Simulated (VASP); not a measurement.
# Er5Br: relaxation of cell and atoms with PBE

Crystal: Er5Br.

```
Er Br
1.0
     5.85799    0.00000    0.00000
    -2.92900    5.07317    0.00000
     0.00000    0.00000    6.19579
Er Br
5 1
Direct
  0.33333 0.66667 0.00000
  0.66667 0.33333 0.00000
  0.33333 0.66667 0.50000
  0.66667 0.33333 0.50000
  0.00000 0.00000 0.50000
  0.00000 0.00000 0.00000
```

The cell was generated, and may not be a known phase.

```
Program                : VASP 6.6.1
Task                   : relaxation of cell and atoms
Functional             : PBE
Potentials or basis    : VASP PAW PBE potentials, release 64 (Er_3, Br), 4f in core
Cutoff                 : 500 eV
k mesh                 : 3 × 3 × 4
Occupations            : gaussian, width 0.1 eV
Spin                   : no spin polarisation
Dipole correction      : no
Further INCAR settings : ALGO = Normal; EDIFF = 1e-07; IBRION = 2; EDIFFG = -0.04; NSW = 90; ISIF = 3
```

| Quantity | Value |
| --- | --- |
| Relaxed volume | 30.98 Å³/atom |
| Relaxed cell | a = 5.865 Å, b = 5.865 Å, c = 6.241 Å, α = 90.00°, β = 90.00°, γ = 120.00° |
| Space group after relaxing (to 0.1 Å) | P6/mmm (No. 191) |
| Energy gained by relaxing | 0.7 meV/atom |
| Ionic steps | 2 |
| Pressure after relaxing | 0.0 GPa |
| Band gap on the k mesh | zero (bands 26 and 27 overlap by 0.49 eV) |

Stress tensor (GPa, compression positive):
```
-0.04  0.00  0.00
 0.00 -0.04  0.00
 0.00  0.00  0.13
```

The path:
```tsv
step	energy change (eV)	largest force (eV/Å)	pressure (GPa)	volume (Å³)
1	0.0000	0.0000	0.34	184.13
2	-0.0039	0.0000	0.02	185.89
```

Final structure:
```xyz
6
Lattice="5.8646 0.0000 0.0000 -2.9323 5.0789 0.0000 0.0000 0.0000 6.2409" Properties=species:S:1:pos:R:3 pbc="T T T"
Er    0.0000    3.3859    0.0000
Er    2.9323    1.6930    0.0000
Er    0.0000    3.3859    3.1204
Er    2.9323    1.6930    3.1204
Er    5.8646    0.0000    3.1204
Br    0.0000    0.0000    0.0000
```

Levels at points of the mesh, in eV from the Fermi level:
```
           k point  band 23  band 24  band 25  band 26  band 27  band 28  band 29  band 30
(0.00, 0.00, 0.00)    -0.77    -0.69    -0.29    -0.03    -0.03     0.00     0.00     0.80
(0.00, 0.00, 0.50)    -0.39    -0.05    -0.05     0.24     0.24     0.82     0.89     1.27
```

Run time: 3 min on 1 thread of Intel(R) Xeon(R) Platinum 8375C CPU @ 2.90GHz (Ice Lake) (shared host), peak memory 0.34 GiB.

Caveat: the k points lie up to 0.41 Å⁻¹ apart in the final cell; spin-orbit coupling is left out, which moves the levels of the heavy elements; the 4f electrons are frozen in the core, so they carry no moment and show no levels; the run has no spin polarisation, though such a crystal can be magnetic. Spin polarisation is off, so any magnetic state and its effect on volume and gap are missing.
